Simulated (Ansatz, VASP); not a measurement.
# F: VASP beside Ansatz

INCAR

```
SYSTEM = F
PREC = Accurate ; ENCUT = 520
EDIFF = 1E-6 ; ISMEAR = -1
SIGMA = 0.1 ; LREAL = .FALSE.
LASPH = .TRUE. ; NELM = 60
ALGO = Normal ; ISIF = 2
LWAVE = .FALSE. ; LCHARG = .TRUE.
GGA = PS ; LELF = .TRUE.
LVHAR = .TRUE. ; NBANDS = 10
```

KPOINTS

```
Automatic mesh
0
G
  20 20 20
  0 0 0
```

POSCAR

```
F
1.0
   -1.2857308146      1.2857308146      1.2857308146
    1.2857308146     -1.2857308146      1.2857308146
    1.2857308146      1.2857308146     -1.2857308146
F
1
Direct
    0.0000000000      0.0000000000      0.0000000000
```

Input for Ansatz:

```yaml
crystal:
  lattice:
    - [-1.2857308146, 1.2857308146, 1.2857308146]
    - [1.2857308146, -1.2857308146, 1.2857308146]
    - [1.2857308146, 1.2857308146, -1.2857308146]
  atoms:
    - { symbol: F, position: [0.0, 0.0, 0.0] }
kpoints:
  mp_grid: { grid: [20, 20, 20] }
scf:
  occupations: { method: fermi_dirac, width: 0.1 }
hamiltonian:
  xc: pbesol
  pseudopotentials: { kind: all_electron, lapw: { basis_error: 0.001 } }
output:
  forces: true
  stress: true
  eigenvalues: true
  populations: true
```

Change from the starting cell: volume scaled by 0.92, LAPW.

Alike in both runs: task single point; functional PBEsol; k mesh 20 × 20 × 20; occupations fermi-dirac, width 0.1 eV; no spin polarisation.

|  | VASP | Ansatz |
| --- | --- | --- |
| version | VASP 6.6.1 | Ansatz 0.2.0 |
| potentials or method | VASP PAW PBE potentials, release 64 (F), cutoff 520 eV | all-electron LAPW, scalar-relativistic |

|  | VASP | Ansatz | Ansatz less VASP |
| --- | --- | --- | --- |
| pressure (GPa) | 6.3 | 7.2 | +0.97 |

VASP's potentials were made for PBE, not for PBEsol. Ansatz ran all-electron here, and VASP with PAW potentials.
